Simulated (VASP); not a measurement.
# K7F8 (a cell with a defect) in VASP: a series of runs

Runs on K7F8 (a cell with a defect). Level: PBE. Tasks: single point.

All numbers are computed with VASP 6.6.1; they aren't measurements. Logs are shortened: lines on timing, memory, paths and dates and some standing lists are left out, and cuts for length are marked.

### 1 The cell of the first run

The cell holds a defect, 15 atoms: a = 7.664 Å, b = 7.664 Å, c = 7.664 Å, α = 60.00°, β = 60.00°, γ = 60.00°.

### 2 Single point, PBE

The input, INCAR:

```
SYSTEM = K7F8
  ALGO = Normal
  EDIFF = 1E-6
  ENCUT = 520
  GGA = PE
  GGA_COMPAT = .FALSE.
  ISIF = 2
  ISMEAR = 0
  LASPH = .TRUE.
  LCHARG = .TRUE.
  LELF = .TRUE.
  LREAL = .FALSE.
  LVHAR = .TRUE.
  LWAVE = .FALSE.
  NBANDS = 72
  NELECT = 120.0
  NELM = 120
  PREC = Accurate
  SIGMA = 0.05
```

The input, KPOINTS:

```
k-points
0
G
  4 4 4
  0 0 0
```

The input, POSCAR:

```
K7F8
1.0
    0.0000000000      5.4191884945     -5.4191884945
    5.4191884945      5.4191884945      0.0000000000
    5.4191884945      0.0000000000     -5.4191884945
K F
7 8
Direct
    0.4999999544     -0.4999999544      0.0000000000
    1.0000000010      0.5000000466     -0.0000000923
    0.9999999088      0.0000000000      0.0000000000
    0.4999999544      0.4999999544      0.4999999544
    0.4999999544      0.0000000000      0.4999999544
    1.0000000933      0.4999999544      0.4999999544
    1.0000000010     -0.0000000923      0.5000000466
    0.2374922004      0.7374921548      0.2625077540
    0.2374921081      0.2625078462      0.2625078462
    0.7625078929      0.7374921548      0.2625077540
    0.7499999316      0.2499999772      0.2499999772
    0.2499998849      0.7500000238      0.7500000238
    0.2374922004      0.2625077540      0.7374921548
    0.7625078929      0.7374921548      0.7374921548
    0.7625078929      0.2625077540      0.7374921548
```

Potentials or basis: VASP PAW PBE potentials, release 64 (K_sv, F).

On the command line:

```sh
> cat potpaw_PBE.64/K_sv/POTCAR potpaw_PBE.64/F/POTCAR > POTCAR
> mpirun -np 1 vasp_std > vasp.out
```

OUTCAR:

```text
SYSTEM = K7F8
   EDIFF = 1E-6
   ENCUT = 520
   GGA = PE
   ISIF = 2
   ISMEAR = 0
   LASPH = .TRUE.
   LREAL = .FALSE.
   NELECT = 120.0
   NELM = 120
   PREC = Accurate

 ion  position               nearest neighbor table
   1  0.500  0.500  0.000-  11 2.71  12 2.71   8 2.71   9 2.71  14 2.71  15 2.71
   2  0.000  0.500  1.000-  12 2.71  11 2.71  14 2.71  10 2.71  13 2.71   9 2.71
   3  1.000  0.000  0.000-  12 2.71  11 2.71  10 2.71  15 2.71  13 2.71   8 2.71
   4  0.500  0.500  0.500-  11 2.71  12 2.71   8 2.71  13 2.71  10 2.71  15 2.71
   5  0.500  0.000  0.500-  11 2.71  12 2.71  13 2.71   9 2.71  10 2.71  14 2.71
   6  0.000  0.500  0.500-   9 2.57   8 2.57  13 2.57  14 2.57  10 2.57  15 2.57
   7  0.000  1.000  0.500-  12 2.71  11 2.71  14 2.71  15 2.71   8 2.71   9 2.71
   8  0.237  0.737  0.263-   6 2.57   1 2.71   4 2.71   7 2.71   3 2.71
   9  0.237  0.263  0.263-   6 2.57   5 2.71   1 2.71   2 2.71   7 2.71
  10  0.763  0.737  0.263-   6 2.57   3 2.71   2 2.71   5 2.71   4 2.71
  11  0.750  0.250  0.250-   3 2.71   5 2.71   4 2.71   1 2.71   2 2.71   7 2.71
  12  0.250  0.750  0.750-   2 2.71   7 2.71   3 2.71   1 2.71   5 2.71   4 2.71
  13  0.237  0.263  0.737-   6 2.57   5 2.71   4 2.71   2 2.71   3 2.71
  14  0.763  0.737  0.737-   6 2.57   2 2.71   7 2.71   1 2.71   5 2.71
  15  0.763  0.263  0.737-   6 2.57   3 2.71   7 2.71   1 2.71   4 2.71

  LATTYP: Found a face centered cubic cell.
 ALAT       =    10.8383769890

  Lattice vectors:

 A1 = (   0.0000000000,   5.4191884945,  -5.4191884945)
 A2 = (   5.4191884945,   5.4191884945,   0.0000000000)
 A3 = (   5.4191884945,   0.0000000000,  -5.4191884945)

Analysis of symmetry for initial positions (statically):
=====================================================================
 Subroutine PRICEL returns:
 Original cell was already a primitive cell.

 Routine SETGRP: Setting up the symmetry group for a
 face centered cubic supercell.

 Subroutine GETGRP returns: Found 48 space group operations
 (whereof  8 operations were pure point group operations)
 out of a pool of 48 trial point group operations.

The static configuration has the point symmetry D_2h.
 The point group associated with its full space group is O_h .

Analysis of symmetry for dynamics (positions and initial velocities):
=====================================================================
 Subroutine PRICEL returns:
 Original cell was already a primitive cell.

 Routine SETGRP: Setting up the symmetry group for a
 face centered cubic supercell.

 Subroutine GETGRP returns: Found 48 space group operations
 (whereof  8 operations were pure point group operations)
 out of a pool of 48 trial point group operations.

The dynamic configuration has the point symmetry D_2h.
 The point group associated with its full space group is O_h .

 Subroutine INISYM returns: Found 48 space group operations
 (whereof  8 operations are pure point group operations),
 and found     1 'primitive' translations

----------------------------------------------------------------------------------------

                                     Primitive cell

  volume of cell :     318.2972

  direct lattice vectors                    reciprocal lattice vectors
     0.000000000  5.419188495 -5.419188495    -0.092264737  0.092264737 -0.092264737
     5.419188495  5.419188495  0.000000000     0.092264737  0.092264737  0.092264737
     5.419188495  0.000000000 -5.419188495     0.092264737 -0.092264737 -0.092264737

  length of vectors
     7.663889866  7.663889866  7.663889866     0.159807212  0.159807212  0.159807212

  position of ions in fractional coordinates (direct lattice)
     0.499999954  0.500000046  0.000000000
     0.000000001  0.500000047  0.999999908
     0.999999909  0.000000000  0.000000000
     0.499999954  0.499999954  0.499999954
     0.499999954  0.000000000  0.499999954
     0.000000093  0.499999954  0.499999954
     0.000000001  0.999999908  0.500000047
     0.237492200  0.737492155  0.262507754
     0.237492108  0.262507846  0.262507846
     0.762507893  0.737492155  0.262507754
     0.749999932  0.249999977  0.249999977
[... 34 lines left out ...]
    -0.023066184  0.023066184 -0.023066184     0.250000000  0.000000000  0.000000000
     0.023066184  0.023066184  0.023066184     0.000000000  0.250000000  0.000000000
     0.023066184 -0.023066184 -0.023066184     0.000000000  0.000000000  0.250000000

  Length of vectors
     0.039951803  0.039951803  0.039951803

  Shift w.r.t. Gamma in fractional coordinates (k-lattice)
     0.000000000  0.000000000  0.000000000

 Subroutine IBZKPT returns following result:
 ===========================================

 Found      8 irreducible k-points:

 Following reciprocal coordinates:
            Coordinates               Weight
  0.000000  0.000000  0.000000      1.000000
  0.250000  0.000000  0.000000      8.000000
  0.500000  0.000000  0.000000      4.000000
  0.250000  0.250000  0.000000      6.000000
  0.500000  0.250000  0.000000     24.000000
 -0.250000  0.250000  0.000000     12.000000
  0.500000  0.500000  0.000000      3.000000
 -0.250000  0.500000  0.250000      6.000000
   k-points           NKPTS =      8   k-points in BZ     NKDIM =      8   number of bands    NBANDS=     72
   number of dos      NEDOS =    301   number of ions     NIONS =     15
   total plane-waves  NPLWV = 216000
   dimension x,y,z NGX =    60 NGY =   60 NGZ =   60
   dimension x,y,z NGXF=   120 NGYF=  120 NGZF=  120
   ions per type =               7   8
   NGX,Y,Z   is equivalent  to a cutoff of  13.02, 13.02, 13.02 a.u.
   NGXF,Y,Z  is equivalent  to a cutoff of  26.03, 26.03, 26.03 a.u.
 SYSTEM =  K7F8
   PREC   = accura    normal or accurate (medium, high low for compatibility)
   ISTART =      0    job   : 0-new  1-cont  2-samecut
   ICHARG =      2    charge: 1-file 2-atom 10-const
   ISPIN  =      1    spin polarized calculation?
   LNONCOLLINEAR =      F non collinear calculations
   LSORBIT =      F    spin-orbit coupling
   LASPH  =      T    aspherical Exc in radial PAW
   ENCUT  =  520.0 eV  38.22 Ry    6.18 a.u.  14.25 14.25 14.25*2*pi/ulx,y,z
   NELM   =    120;   NELMIN=  2; NELMDL= -5     # of ELM steps
   EDIFF  = 0.1E-05   stopping-criterion for ELM
   LREAL  =      F    real-space projection
   EDIFFG = 0.1E-04   stopping-criterion for IOM
   NSW    =      0    number of steps for IOM
   IBRION =     -1    ionic relax: 0-MD 1-quasi-New 2-CG
   NFREE  =      0    steps in history (QN), initial steepest desc. (CG)
   ISIF   =      2    stress and relaxation
   ISYM   =      2    0-nonsym 1-usesym 2-fastsym
   POTIM  = 0.5000    time-step for ionic-motion
   TEBEG  =    0.0;   TEEND  =   0.0 temperature during run
   PSTRESS=    0.0 pullay stress
   NELECT =     120.0000    total number of electrons
   NUPDOWN=      -1.0000    fix difference up-down
   EMIN   =  10.00;   EMAX   =-10.00  energy-range for DOS
   EFERMI =   0.00;   METHOD = LEGACY
   ISMEAR =     0;   SIGMA  =   0.05  broadening in eV -4-tet -1-fermi 0-gaus
   EFERMI_NEDOS =   21; number of points for ismear=-14 and -15
   IALGO  =     38    algorithm
   IMIX   =      4    mixing-type and parameters
     AMIX     =   0.40;   BMIX     =  1.00
     AMIX_MAG =   1.60;   BMIX_MAG =  1.00
  volume/ion in A,a.u.               =      21.22       143.20
  Fermi-wavevector in a.u.,A,eV,Ry     =   1.182654  2.234892 19.030063  1.398670
  Thomas-Fermi vector in A             =   2.318904
   LORBIT       =      0    0 simple, 1 ext, 2 COOP (PROOUT), +10 PAW based schemes
   GGA     = PE    functional components
   LHFCALC =     F    Hartree Fock is set to
   AEXX    =    0.0000 exact exchange contribution
   IVDW    =     0    specifies the selected vdW correction
   LEPSILON=     F    determine dielectric tensor
   LRPA    =     F    only Hartree local field effects (RPA)
 non-spin polarized calculation
 Gauss-broadening in eV      SIGMA  =   0.05
  energy-cutoff  :      520.00
  volume of cell :      318.30
 maximum number of plane-waves:      8616
 NGX is ok and might be reduce to    60
   NGX = 29   NGY = 29   NGZ = 29

 number of electron     120.0000022 magnetization

 Free energy of the ion-electron system (eV)
  ---------------------------------------------------
  ext. energy  EPLUGINS =         0.00000000
  ---------------------------------------------------
  free energy    TOTEN  =       -62.89008193 eV

  energy without entropy =      -62.89008193  energy(sigma->0) =      -62.89008193

 E-fermi :  -2.8442     XC(G=0):  -7.8516

 val. band max:       -3.0881672162   @ k =  -0.2500   0.2500   0.0000
 cond. band min:       2.5671446160   @ k =   0.0000   0.0000   0.0000
 fundamental gap:      5.6553118322
 Fermi energy:        -2.8442370268

 k-point     1 :       0.0000    0.0000    0.0000
  band No.  band energies     occupation
      1     -29.8388      2.00000
      2     -29.7847      2.00000
      3     -29.7847      2.00000
      4     -29.7847      2.00000
      5     -29.7671      2.00000
      6     -29.7671      2.00000
[... 589 lines left out ...]
     71       6.2624      0.00000
     72       6.2828      0.00000

------------------------ aborting loop because EDIFF is reached ----------------------------------------

  FORCE on cell =-STRESS in cart. coord.  units (eV):
  Direction    XX          YY          ZZ          XY          YZ          ZX
  --------------------------------------------------------------------------------------
  -------------------------------------------------------------------------------------
  Total        3.0194407      3.0194407      3.0194407      0.0000000      0.0000000     -0.0000000
  in kB       15.1986256     15.1986256     15.1986256      0.0000000      0.0000000     -0.0000000
  external PRESSURE =      15.1986256 kB  Pullay stress =       0.0000000 kB

 VOLUME and BASIS-vectors are now :
 -----------------------------------------------------------------------------
  energy-cutoff  :      520.00
  volume of cell :      318.30
      direct lattice vectors                 reciprocal lattice vectors
     0.000000000  5.419188495 -5.419188495    -0.092264737  0.092264737 -0.092264737
     5.419188495  5.419188495  0.000000000     0.092264737  0.092264737  0.092264737
     5.419188495  0.000000000 -5.419188495     0.092264737 -0.092264737 -0.092264737

 POSITION                                       TOTAL-FORCE (eV/Angst)
 -----------------------------------------------------------------------------------
      2.70959      5.41919     -2.70959         0.000000     -0.000000     -0.000000
      8.12878      2.70959     -5.41919         0.000000     -0.000000     -0.000000
      0.00000      5.41919     -5.41919         0.000000      0.000000     -0.000000
      5.41919      5.41919     -5.41919         0.000000      0.000000     -0.000000
      2.70959      2.70959     -5.41919         0.000000      0.000000     -0.000000
      5.41919      2.70959     -2.70959         0.000000      0.000000     -0.000000
      8.12878      5.41919     -2.70959         0.000000     -0.000000     -0.000000
      5.41919      5.28362     -2.70959         0.000000      0.013489     -0.000000
      2.84516      2.70959     -2.70959        -0.013489      0.000000     -0.000000
      5.41919      8.12878     -5.55475         0.000000      0.000000      0.013489
      2.70959      5.41919     -5.41919        -0.000000      0.000000     -0.000000
      8.12878      5.41919     -5.41919         0.000000     -0.000000     -0.000000
      5.41919      2.70959     -5.28362         0.000000      0.000000     -0.013489
      7.99322      8.12878     -8.12878         0.013489      0.000000     -0.000000
      5.41919      5.55475     -8.12878        -0.000000     -0.013489     -0.000000
 -----------------------------------------------------------------------------------
    total drift:                                0.003377     -0.003499      0.001669

  FREE ENERGIE OF THE ION-ELECTRON SYSTEM (eV)
  ---------------------------------------------------
  free  energy   TOTEN  =       -62.8900819252 eV

  energy  without entropy=      -62.8900819252  energy(sigma->0) =      -62.89008193
```

It took 4.1 min on 1 thread of AMD EPYC 9R45 (Zen 5), shared host; peak memory 0.48 GiB.

Results:

| Item | Value |
| --- | --- |
| Free energy | -62.8901 eV |
| Largest force | 0.013 eV/Å |

Forces on the atoms (eV/Å):
```
K    0.000  0.000  0.000
K    0.000  0.000  0.000
K    0.000  0.000  0.000
K    0.000  0.000  0.000
K    0.000  0.000  0.000
K    0.000  0.000  0.000
K    0.000  0.000  0.000
F    0.000  0.013  0.000
F   -0.013  0.000  0.000
F    0.000  0.000  0.013
F    0.000  0.000  0.000
F    0.000  0.000  0.000
F    0.000  0.000 -0.013
F    0.013  0.000  0.000
F    0.000 -0.013  0.000
```

Caveat: the cell carries a net charge on a neutralising background, which shifts energy and pressure; the cell is charged against a uniform background, so pressure and absolute levels hang on convention.

(Part 1 of 2 ends here.)
